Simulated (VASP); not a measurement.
**NaTiPt2: single point with PBE**

Crystal: NaTiPt2.

```
Na Ti Pt
1.0
     5.08951    0.00000    0.00000
     0.00000    5.08951    0.00000
     0.00000    0.00000    2.70378
Na Ti Pt
1 1 2
Direct
  0.00000 0.00000 0.50000
  0.50000 0.50000 0.00000
  0.00000 0.50000 0.50000
  0.50000 0.00000 0.50000
```

* Program: VASP 6.6.1
* Task: single point
* Functional: PBE
* Potentials or basis: VASP PAW PBE potentials, release 64 (Na_pv, Ti_sv, Pt)
* Cutoff: 400 eV
* k mesh: 10 × 10 × 16
* Occupations: gaussian, width 0.1 eV
* Spin: no spin polarisation
* Dipole correction: no
* k mesh for the DOS: 15 × 15 × 24
* Occupations for the DOS: tetrahedron
* Further INCAR settings: ALGO = Normal; EDIFF = 1e-06; NBANDS = 28

- Valence electrons inside the program's atomic spheres: Na 6.17; Ti 10.11; Pt 9.25

Levels at points of the mesh, in eV from the Fermi level:
```tsv
k point	band 17	band 18	band 19	band 20	band 21	band 22	band 23	band 24
(0.00, 0.00, 0.00)	-0.99	-0.45	-0.45	-0.41	0.22	0.22	1.65	2.69
(0.00, 0.00, 0.50)	-1.00	-0.94	-0.89	-0.27	0.19	1.03	3.54	3.92
```

Run time: 5.1 min on 1 thread of AMD EPYC 9R45 (Zen 5), on a shared host, peak memory 0.63 GiB.

Caveat: spin-orbit coupling is left out, which moves the levels of the heavy elements.
